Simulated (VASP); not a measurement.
Set up this calculation in VASP 6.6.1, as the native input.

```
Task                               : single point
Functional                         : HSE06
Potentials or basis                : VASP PAW PBE potentials, release 64 (Tl_d, Cl)
Cutoff                             : 400 eV
k mesh                             : 4 × 4 × 4
Occupations                        : fermi-dirac, width 0.05 eV
Spin                               : no spin polarisation
Dipole correction                  : no
Grid for exact exchange (PRECFOCK) : Normal
Further INCAR settings             : ALGO = Normal; EDIFF = 1e-06; NBANDS = 17
Share of exact exchange            : 0.25
Screening parameter                : 0.2079 1/Å
```

The system is TlCl (CsCl type).

```xyz
2
Lattice="3.9513 0.0000 0.0000 0.0000 3.9513 0.0000 0.0000 0.0000 3.9513" Properties=species:S:1:pos:R:3 pbc="T T T"
Tl    0.0000    0.0000    0.0000
Cl    1.9757    1.9757    1.9757
```

The input as run:

POSCAR

```
TlCl
1.0
    3.9513216749      0.0000000000      0.0000000000
    0.0000000000      3.9513216749      0.0000000000
    0.0000000000      0.0000000000      3.9513216749
Tl Cl
1 1
Direct
    0.0000000000      0.0000000000      0.0000000000
    0.5000000000      0.5000000000      0.5000000000
```

INCAR.step1

```
PREC     = Accurate       # precision mode
ENCUT    = 400            # plane-wave cutoff, eV
EDIFF    = 1E-5           # SCF threshold, eV
ISMEAR   = -1             # smearing method
SIGMA    = 0.05           # smearing width, eV
LREAL    = F              # projectors in reciprocal space
LASPH    = T              # aspherical terms in the spheres
NELM     = 120            # most SCF steps
ALGO     = Normal         # electronic algorithm
ISIF     = 2              # what is computed and relaxed
LWAVE    = T              # write WAVECAR
LCHARG   = F              # write CHGCAR
NBANDS   = 17             # bands
GGA      = PE             # functional
GGA_COMPAT= F
```

INCAR.step2

```
PREC     = Accurate       # precision mode
ENCUT    = 400            # plane-wave cutoff, eV
EDIFF    = 1E-6           # SCF threshold, eV
ISMEAR   = -1             # smearing method
SIGMA    = 0.05           # smearing width, eV
LREAL    = F              # projectors in reciprocal space
LASPH    = T              # aspherical terms in the spheres
NELM     = 120            # most SCF steps
ALGO     = Normal         # electronic algorithm
ISIF     = 2              # what is computed and relaxed
LWAVE    = F              # write WAVECAR
LCHARG   = F              # write CHGCAR
GGA      = PE             # functional
LHFCALC  = T              # exact exchange
HFSCREEN = 0.2079         # screening, 1/A
PRECFOCK = Normal       
NBANDS   = 17             # bands
ISTART   = 1            
GGA_COMPAT= F
```

KPOINTS

```
Automatic mesh
0
Gamma
  4 4 4
```

Potentials or basis: VASP PAW PBE potentials, release 64 (Tl_d, Cl).

Run with:

```console
$ cat potpaw_PBE.64/Tl_d/POTCAR potpaw_PBE.64/Cl/POTCAR > POTCAR
$ cp INCAR.step1 INCAR
$ mpirun -np 1 vasp_std > vasp.out
$ cp INCAR.step2 INCAR
$ mpirun -np 1 vasp_std > vasp.out
```

It gave:

```yaml
Pressure: -1.1 GPa
Band_gap_on_the_k_mesh: 3.10 eV
```

Caveat: the PAW data sets were made with another functional, which shifts forces and pressure a little; spin-orbit coupling is left out, which moves the levels of the heavy elements.

Wall time 6.3 min on 1 thread of AMD EPYC 7R13 Processor (Zen 3), with other jobs on the host, peak memory 0.23 GiB.
